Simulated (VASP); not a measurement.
Crystal: SiC (Moissanite 6H).

```
Si C
1.0
     3.13573    0.00000    0.00000
    -1.56786    2.71562    0.00000
     0.00000    0.00000   15.36963
Si C
6 6
Direct
  0.66667 0.33333 0.45830
  0.33333 0.66667 0.95830
  0.66667 0.33333 0.79170
  0.33333 0.66667 0.29170
  0.00000 0.00000 0.62500
  0.00000 0.00000 0.12500
  0.66667 0.33333 0.33330
  0.33333 0.66667 0.83330
  0.66667 0.33333 0.66670
  0.33333 0.66667 0.16670
  0.00000 0.00000 0.50000
  0.00000 0.00000 0.00000
```

Base run:

```yaml
Program: VASP 6.6.1
Functional: BLYP
Potentials_or_basis: VASP PAW PBE potentials, release 64 (Si, C)
Cutoff: 520 eV
k_mesh: 10 × 10 × 2
Occupations: fermi-dirac, width 0.05 eV
Spin: no spin polarisation
```

Its results: band gap on the k mesh 2.33 eV, indirect (least direct gap 3.41 eV); pressure -2.6 GPa; largest force 0.136 eV/Å.

Q: The run is repeated on the same cell with these changes: functional from BLYP to PBE. What comes out?

A: Band gap on the k mesh 2.03 eV, indirect (least direct gap 3.11 eV); pressure -7.6 GPa; largest force 0.136 eV/Å.

PBE binds more tightly than BLYP, so the same cell stands under less pressure.

Caveats: the PAW data sets were made with another functional, which shifts forces and pressure a little (some runs).

A k mesh can miss the band edges.
